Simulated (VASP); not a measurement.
Input of a VASP 6.6.1 run:

File INCAR:

```
SYSTEM = LiCl
ALGO = Normal
EDIFF = 1E-6
ENCUT = 520
GGA = PE
ISIF = 2
ISMEAR = -1
LASPH = .TRUE.
LCHARG = .FALSE.
LREAL = .FALSE.
LWAVE = .FALSE.
NBANDS = 12
NELM = 80
PREC = Accurate
SIGMA = 0.02
```

File KPOINTS:

```
k-points
0
G
  6 6 6
  0 0 0
```

POSCAR

```
LiCl
1.0
    0.0000000000      2.5647700000      2.5647700000
    2.5647700000      0.0000000000      2.5647700000
    2.5647700000      2.5647700000      0.0000000000
Cl Li
1 1
Direct
    0.5000000000      0.5000000000      0.5000000000
    0.0000000000      0.0000000000      0.0000000000
```

Potentials or basis: VASP PAW PBE potentials, release 64 (Cl, Li_sv).

Command:

```console
$ cat potpaw_PBE.64/Cl/POTCAR potpaw_PBE.64/Li_sv/POTCAR > POTCAR
$ mpirun -np 1 vasp_std > vasp.out
```

(1) Estimate the band gap on the k mesh.

Answers

(1) 6.34 eV, direct.
